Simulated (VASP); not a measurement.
# TiAl3 in VASP: single point with PBEsol

Aim: the single point of TiAl3 with PBEsol.

All numbers are computed with VASP 6.6.1; they aren't measurements. Logs are shortened: lines on timing, memory, paths and dates and some standing lists are left out, and cuts for length are marked.

## 1. The cell of the first run

The cell holds a slab with vacuum, 12 atoms: a = 5.057 Å, b = 5.057 Å, c = 23.745 Å, α = 90.00°, β = 90.00°, γ = 64.49°.

## 2. Single point, PBEsol

Input file INCAR:

```
SYSTEM = TiAl3
PREC = Accurate ; ENCUT = 520
EDIFF = 1E-7 ; ISMEAR = 0
SIGMA = 0.1 ; LREAL = .FALSE.
LASPH = .TRUE. ; NELM = 100
ALGO = Normal ; ISIF = 2
LWAVE = .FALSE. ; LCHARG = .FALSE.
LDIPOL = .TRUE. ; IDIPOL = 3
DIPOL = 0.5 0.5 0.500 ; GGA = PS
NBANDS = 44
```

Input file KPOINTS:

```
regular mesh
0
G
  6 6 1
  0 0 0
```

Input file POSCAR:

```
TiAl3
1.0
    5.0568671645      0.0000000000      0.0000000000
    2.1779290419      4.5638285033      0.0000000000
    0.0000000000      0.0000000000     23.7449999214
Al Ti
9 3
Direct
    0.5000000000      0.0000000000      0.3579701002
    0.0000000000      0.5000000000      0.3579701002
    0.0000000000      0.0000000000      0.4147820601
    0.0000000000      0.5000000000      0.4715940200
    0.5000000000      0.0000000000      0.4715940200
    0.5000000000      0.5000000000      0.5269613356
    0.5000000000      0.0000000000      0.5889644316
    0.0000000000      0.5000000000      0.5889644316
    0.0000000000      0.0000000000      0.6456808578
    0.5000000000      0.5000000000      0.4147820601
    0.0000000000      0.0000000000      0.5289771782
    0.5000000000      0.5000000000      0.6369771535
```

Potentials or basis: VASP PAW PBE potentials, release 64 (Al, Ti_sv).

Command:

```console
$ cat potpaw_PBE.64/Al/POTCAR potpaw_PBE.64/Ti_sv/POTCAR > POTCAR
$ mpirun -np 1 vasp_std > vasp.out
```

OUTCAR:

```text
SYSTEM = TiAl3
   PREC = Accurate
   ENCUT = 520
   EDIFF = 1E-7
   ISMEAR = 0
   LREAL = .FALSE.
   LASPH = .TRUE.
   NELM = 100
   ISIF = 2
   GGA = PS

 ion  position               nearest neighbor table
   1  0.500  0.000  0.358-   5 2.70   2 2.70   2 2.70  10 2.87  10 2.87   3 2.87   3 2.87
   2  0.000  0.500  0.358-   4 2.70   1 2.70   1 2.70   3 2.87   3 2.87  10 2.87  10 2.87
   3  0.000  0.000  0.415-  10 2.70  10 2.70  11 2.71   4 2.87   4 2.87   2 2.87   2 2.87   5 2.87
                             5 2.87   1 2.87   1 2.87
   4  0.000  0.500  0.472-   2 2.70   5 2.70   5 2.70   8 2.79   6 2.85   6 2.85   3 2.87   3 2.87
                            10 2.87  10 2.87  11 2.87  11 2.87
   5  0.500  0.000  0.472-   1 2.70   4 2.70   4 2.70   7 2.79   6 2.85   6 2.85  10 2.87  10 2.87
                             3 2.87   3 2.87  11 2.87  11 2.87
   6  0.500  0.500  0.527-  12 2.61  10 2.66  11 2.70  11 2.70   5 2.85   5 2.85   4 2.85   4 2.85
                             7 2.93   7 2.93   8 2.93   8 2.93
   7  0.500  0.000  0.589-   8 2.70   8 2.70  12 2.77  12 2.77   5 2.79   9 2.86   9 2.86  11 2.90
                            11 2.90   6 2.93   6 2.93
   8  0.000  0.500  0.589-   7 2.70   7 2.70  12 2.77  12 2.77   4 2.79   9 2.86   9 2.86  11 2.90
                            11 2.90   6 2.93   6 2.93
   9  0.000  0.000  0.646-  12 2.71  12 2.71  11 2.77   8 2.86   8 2.86   7 2.86   7 2.86
  10  0.500  0.500  0.415-   6 2.66   3 2.70   3 2.70   5 2.87   5 2.87   1 2.87   1 2.87   4 2.87
                             4 2.87   2 2.87   2 2.87
  11  0.000  0.000  0.529-   6 2.70   6 2.70   3 2.71   9 2.77   4 2.87   4 2.87   5 2.87   5 2.87
                             8 2.90   8 2.90   7 2.90   7 2.90
  12  0.500  0.500  0.637-   6 2.61   9 2.71   9 2.71   7 2.77   7 2.77   8 2.77   8 2.77

  LATTYP: Found a base centered orthorhombic cell.
 ALAT       =     5.3959999371
 B/A-ratio  =     1.5852471672
 C/A-ratio  =     4.4004818751

  Lattice vectors:

 A1 = (  -2.1779290419,  -4.5638285033,   0.0000000000)
 A2 = (   5.0568671645,   0.0000000000,   0.0000000000)
 A3 = (   0.0000000000,   0.0000000000,  23.7449999214)

Analysis of symmetry for initial positions (statically):
=====================================================================
 Subroutine PRICEL returns:
 Original cell was already a primitive cell.

 Routine SETGRP: Setting up the symmetry group for a
 base centered orthorhombic supercell.

 Subroutine GETGRP returns: Found  4 space group operations
 (whereof  4 operations were pure point group operations)
 out of a pool of  8 trial point group operations.

The static configuration has the point symmetry C_2v.

Analysis of symmetry for dynamics (positions and initial velocities):
=====================================================================
 Subroutine PRICEL returns:
 Original cell was already a primitive cell.

 Routine SETGRP: Setting up the symmetry group for a
 base centered orthorhombic supercell.

 Subroutine GETGRP returns: Found  4 space group operations
 (whereof  4 operations were pure point group operations)
 out of a pool of  8 trial point group operations.

The dynamic configuration has the point symmetry C_2v.

 Subroutine INISYM returns: Found  4 space group operations
 (whereof  4 operations are pure point group operations),
 and found     1 'primitive' translations

----------------------------------------------------------------------------------------

                                     Primitive cell

  volume of cell :     548.0031

  direct lattice vectors                    reciprocal lattice vectors
     5.056867164  0.000000000  0.000000000     0.197750893 -0.094369763  0.000000000
     2.177929042  4.563828503  0.000000000     0.000000000  0.219114281  0.000000000
     0.000000000  0.000000000 23.744999921     0.000000000  0.000000000  0.042114129

  length of vectors
     5.056867164  5.056867164 23.744999921     0.219114281  0.219114281  0.042114129

  position of ions in fractional coordinates (direct lattice)
     0.500000000  0.000000000  0.357970100
     0.000000000  0.500000000  0.357970100
     0.000000000  0.000000000  0.414782060
     0.000000000  0.500000000  0.471594020
     0.500000000  0.000000000  0.471594020
     0.500000000  0.500000000  0.526961336
     0.500000000  0.000000000  0.588964432
[... 46 lines left out ...]

 Following reciprocal coordinates:
            Coordinates               Weight
  0.000000  0.000000  0.000000      1.000000
  0.166667  0.000000  0.000000      4.000000
  0.333333 -0.000000  0.000000      4.000000
  0.500000  0.000000  0.000000      2.000000
  0.166667  0.166667  0.000000      2.000000
  0.333333  0.166667  0.000000      4.000000
  0.500000  0.166667  0.000000      4.000000
 -0.333333  0.166667  0.000000      4.000000
 -0.166667  0.166667  0.000000      2.000000
  0.333333  0.333333  0.000000      2.000000
  0.500000  0.333333  0.000000      4.000000
 -0.333333  0.333333  0.000000      2.000000
  0.500000  0.500000  0.000000      1.000000
   k-points           NKPTS =     13   k-points in BZ     NKDIM =     13   number of bands    NBANDS=     44
   number of dos      NEDOS =    301   number of ions     NIONS =     12
   total plane-waves  NPLWV = 288000
   dimension x,y,z NGX =    40 NGY =   40 NGZ =  180
   dimension x,y,z NGXF=    80 NGYF=   80 NGZF=  360
   ions per type =               9   3
   NGX,Y,Z   is equivalent  to a cutoff of  13.15, 13.15, 12.60 a.u.
   NGXF,Y,Z  is equivalent  to a cutoff of  26.30, 26.30, 25.20 a.u.
 SYSTEM =  TiAl3
   PREC   = accura    normal or accurate (medium, high low for compatibility)
   ISTART =      0    job   : 0-new  1-cont  2-samecut
   ICHARG =      2    charge: 1-file 2-atom 10-const
   ISPIN  =      1    spin polarized calculation?
   LNONCOLLINEAR =      F non collinear calculations
   LSORBIT =      F    spin-orbit coupling
   LASPH  =      T    aspherical Exc in radial PAW
   ENCUT  =  520.0 eV  38.22 Ry    6.18 a.u.   9.40  9.40 44.15*2*pi/ulx,y,z
   NELM   =    100;   NELMIN=  2; NELMDL= -5     # of ELM steps
   EDIFF  = 0.1E-06   stopping-criterion for ELM
   LREAL  =      F    real-space projection
   EDIFFG = 0.1E-05   stopping-criterion for IOM
   NSW    =      0    number of steps for IOM
   IBRION =     -1    ionic relax: 0-MD 1-quasi-New 2-CG
   NFREE  =      0    steps in history (QN), initial steepest desc. (CG)
   ISIF   =      2    stress and relaxation
   ISYM   =      2    0-nonsym 1-usesym 2-fastsym
   POTIM  = 0.5000    time-step for ionic-motion
   TEBEG  =    0.0;   TEEND  =   0.0 temperature during run
   PSTRESS=    0.0 pullay stress
   NELECT =      63.0000    total number of electrons
   NUPDOWN=      -1.0000    fix difference up-down
   EMIN   =  10.00;   EMAX   =-10.00  energy-range for DOS
   EFERMI =   0.00;   METHOD = LEGACY
   ISMEAR =     0;   SIGMA  =   0.10  broadening in eV -4-tet -1-fermi 0-gaus
   EFERMI_NEDOS =   21; number of points for ismear=-14 and -15
   IALGO  =     38    algorithm
   IMIX   =      4    mixing-type and parameters
     AMIX     =   0.40;   BMIX     =  1.00
     AMIX_MAG =   1.60;   BMIX_MAG =  1.00
  volume/ion in A,a.u.               =      45.67       308.18
  Fermi-wavevector in a.u.,A,eV,Ry     =   0.796026  1.504271  8.621436  0.633658
  Thomas-Fermi vector in A             =   1.902469
   LORBIT       =      0    0 simple, 1 ext, 2 COOP (PROOUT), +10 PAW based schemes
   GGA     = PS    functional components
   LHFCALC =     F    Hartree Fock is set to
   AEXX    =    0.0000 exact exchange contribution
   IVDW    =     0    specifies the selected vdW correction
   LEPSILON=     F    determine dielectric tensor
   LRPA    =     F    only Hartree local field effects (RPA)
 non-spin polarized calculation
 Gauss-broadening in eV      SIGMA  =   0.10
  energy-cutoff  :      520.00
  volume of cell :      548.00
 maximum number of plane-waves:     14776
 NGX is ok and might be reduce to    40
   NGX = 19   NGY = 19   NGZ = 89

 dipolmoment           0.000000      0.000000     -0.004346 electrons x Angstroem

 number of electron      63.0000015 magnetization

 dipolmoment           0.000000      0.000000      0.009429 electrons x Angstroem

 Free energy of the ion-electron system (eV)
  ---------------------------------------------------
  ext. energy  EPLUGINS =         0.00000000
  ---------------------------------------------------
  free energy    TOTEN  =       -60.83526735 eV

  energy without entropy =      -60.78332692  energy(sigma->0) =      -60.80929713

 E-fermi :   0.1443     XC(G=0):  -4.6211

 val. band max:        0.1073333270   @ k =   0.5000   0.5000   0.0000
 cond. band min:       0.1487350932   @ k =   0.5000   0.3333   0.0000
 fundamental gap:      0.0414017662
 Fermi energy:         0.1442562993

 k-point     1 :       0.0000    0.0000    0.0000
  band No.  band energies     occupation
      1     -56.4977      2.00000
      2     -56.1432      2.00000
      3     -56.1183      2.00000
      4     -33.0695      2.00000
      5     -32.8264      2.00000
      6     -32.7591      2.00000
[... 587 lines left out ...]
     42       2.5768      0.00000
     43       3.1125      0.00000
 [bands above 43 left out]

------------------------ aborting loop because EDIFF is reached ----------------------------------------

 vacuum level on the upper side and lower side of the slab       (xc-potential included)        -0.046        -0.113

  FORCE on cell =-STRESS in cart. coord.  units (eV):
  Direction    XX          YY          ZZ          XY          YZ          ZX
  --------------------------------------------------------------------------------------
  -------------------------------------------------------------------------------------
  Total       -4.4563313     -3.4319231     -0.7618155     -1.0733186      0.0000000      0.0000000
  in kB      -13.0288182    -10.0337922     -2.2272930     -3.1380235      0.0000000      0.0000000
  external PRESSURE =      -8.4299678 kB  Pullay stress =       0.0000000 kB

 VOLUME and BASIS-vectors are now :
 -----------------------------------------------------------------------------
  energy-cutoff  :      520.00
  volume of cell :      548.00
      direct lattice vectors                 reciprocal lattice vectors
     5.056867164  0.000000000  0.000000000     0.197750893 -0.094369763  0.000000000
     2.177929042  4.563828503  0.000000000     0.000000000  0.219114281  0.000000000
     0.000000000  0.000000000 23.744999921     0.000000000  0.000000000  0.042114129

 POSITION                                       TOTAL-FORCE (eV/Angst)
 -----------------------------------------------------------------------------------
      2.52843      0.00000      8.50000        -0.000000      0.000000      0.433922
      1.08896      2.28191      8.50000         0.000000      0.000000      0.433922
      0.00000      0.00000      9.84900        -0.000000      0.000000     -0.786299
      1.08896      2.28191     11.19800         0.000000      0.000000      0.136661
      2.52843      0.00000     11.19800         0.000000      0.000000      0.136661
      3.61740      2.28191     12.51270        -0.000000      0.000000     -0.005186
      2.52843      0.00000     13.98496         0.000000      0.000000     -0.002690
      1.08896      2.28191     13.98496         0.000000      0.000000     -0.002690
      0.00000      0.00000     15.33169         0.000000      0.000000      0.002074
      3.61740      2.28191      9.84900         0.000000      0.000000     -0.364357
      0.00000      0.00000     12.56056         0.000000      0.000000      0.001607
      3.61740      2.28191     15.12502        -0.000000      0.000000      0.016375
 -----------------------------------------------------------------------------------
    total drift:                                0.000000      0.000000      0.001338

  FREE ENERGIE OF THE ION-ELECTRON SYSTEM (eV)
  ---------------------------------------------------
  free  energy   TOTEN  =       -60.8352673464 eV

  energy  without entropy=      -60.7833269201  energy(sigma->0) =      -60.80929713

 vacuum level on the upper side and lower side of the slab         4.328         4.263
```

It took 23 min on 1 thread of Intel Xeon 8259CL, shared host; peak memory 0.72 GiB.

Results:

```yaml
Free_energy: -60.8353 eV
Largest_force: 0.786 eV/Å
Band_gap_on_the_k_mesh: zero (an odd number of electrons rules out a gap without spin polarisation)
```

Forces on the atoms (eV/Å):
```
Al   0.000  0.000  0.434
Al   0.000  0.000  0.434
Al   0.000  0.000 -0.786
Al   0.000  0.000  0.137
Al   0.000  0.000  0.137
Al   0.000  0.000 -0.005
Al   0.000  0.000 -0.003
Al   0.000  0.000 -0.003
Al   0.000  0.000  0.002
Ti   0.000  0.000 -0.364
Ti   0.000  0.000  0.002
Ti   0.000  0.000  0.016
```

Levels at points of the mesh, in eV from the Fermi level:
```csv
k point,band 29,band 30,band 31,band 32,band 33,band 34
"(0.00, 0.00, 0.00)",-1.00,-0.89,-0.45,-0.44,-0.14,0.31
"(0.50, 0.00, 0.00)",-0.42,-0.20,0.00,0.06,0.22,0.72
"(0.50, 0.50, 0.00)",-0.12,-0.09,-0.04,0.19,0.51,0.62
```

Caveat: the PAW data sets were made with another functional, which shifts forces and pressure a little.
